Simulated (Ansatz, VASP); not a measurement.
**Two plane-wave programs on Rb**

```xyz
2
Lattice="4.9663 0.0000 0.0000 -2.4832 4.3010 0.0000 0.0000 0.0000 8.0973" Properties=species:S:1:pos:R:3 pbc="T T T"
Rb    0.0000    2.8673    2.0243
Rb    2.4832    1.4337    6.0729
```

Alike in both runs: functional PBEsol; k mesh 12 × 12 × 6; occupations gaussian, width 0.1 eV; no spin polarisation.

Ansatz relaxed the structure, and its values are those at the end. VASP's run is a single point on that final structure, the one shown.

|  | VASP | Ansatz |
| --- | --- | --- |
| version | VASP 6.6.1 | Ansatz 0.2.0 |
| potentials or method | VASP PAW PBE potentials, release 64 (Rb_sv), cutoff 520 eV | scalar-relativistic, plane waves, PAW |
| valence electrons in the cell | 18 | 18 |

```csv
,VASP,Ansatz,Ansatz less VASP
gap on the k mesh at the Fermi level (eV),none,none,-
pressure (GPa),0.0,0.0,0.00
```

VASP's potentials were made for PBE, not for PBEsol. A gap of «none» marks a metal or a gap that the smearing closes. The functional is the same, so the differences come from potentials, cutoffs and numerics.
